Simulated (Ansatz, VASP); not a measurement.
## K: VASP beside Ansatz

```
K
1.0
    -2.65245    2.65245    2.65245
     2.65245   -2.65245    2.65245
     2.65245    2.65245   -2.65245
K
1
Direct
  0.00000 0.00000 0.00000
```

Change from the starting cell: functional lda, volume scaled by 1.04, PAW files.

Alike in both runs: task electric field gradients; functional LDA; k mesh 10 × 10 × 10; occupations fermi-dirac, width 0.08 eV; no spin polarisation.

```csv
,VASP,Ansatz
version,VASP 6.6.1,Ansatz 0.2.0
potentials or method,"VASP PAW LDA potentials, release 64 (K_sv)","PAW with Ansatz's default frozen-core files, scalar-relativistic"
plane-wave cutoff (eV),520,420
valence electrons in the cell,9,9
```

|  | VASP | Ansatz | Ansatz less VASP |
| --- | --- | --- | --- |
| pressure (GPa) | -0.5 | -0.5 | +0.01 |

LDA's correlation is that of Perdew and Zunger in VASP and of Perdew and Wang (1992) in Ansatz.
